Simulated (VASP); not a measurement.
Here is a VASP 6.6.1 calculation.

Contents of INCAR:

```
PREC = Accurate
ENCUT = 620
EDIFF = 1E-6
ISMEAR = 0
SIGMA = 0.2
LREAL = F
LASPH = T
NELM = 300
ALGO = All
ISIF = 2
LWAVE = F
LCHARG = F
GGA = PE
NBANDS = 60
GGA_COMPAT = F
ISEARCH = 1
KPAR = 4
```

File KPOINTS:

```
Automatic mesh
0
Gamma
  4 4 4
```

File POSCAR:

```
Zr6GeRu
1.0
    5.4453292321      0.0000000000      0.0000000000
    0.0000000000      5.4453292321      0.0000000000
    0.0000000000      0.0000000000      5.4453292321
Zr Ge Ru
6 1 1
Direct
    0.0000000000      0.5000000000      0.7539178350
    0.5000000000      0.2460821650      0.0000000000
    0.7539178350      0.0000000000      0.5000000000
    0.0000000000      0.5000000000      0.2460821650
    0.5000000000      0.7539178350      0.0000000000
    0.2460821650      0.0000000000      0.5000000000
    0.5000000000      0.5000000000      0.5000000000
    0.0000000000      0.0000000000      0.0000000000
```

Potentials or basis: VASP PAW PBE potentials, release 64 (Zr_sv, Ge_d, Ru_pv).

Launch:

```sh
$ cat potpaw_PBE.64/Zr_sv/POTCAR potpaw_PBE.64/Ge_d/POTCAR potpaw_PBE.64/Ru_pv/POTCAR > POTCAR
$ mpirun -np 4 vasp_std > vasp.out
```

**Question.** What does it give for the band gap on the k mesh?

**Answer.** Zero (bands 50 and 51 overlap by 0.54 eV).

**Question.** What does it give for the pressure?

**Answer.** 0.4 GPa.

Forces in eV/Å, atoms in the order of the input:
```
Zr   0.000  0.000  0.058
Zr   0.000 -0.058  0.000
Zr   0.058  0.000  0.000
Zr   0.000  0.000 -0.058
Zr   0.000  0.058  0.000
Zr  -0.058  0.000  0.000
Ge   0.000  0.000  0.000
Ru   0.000  0.000  0.000
```
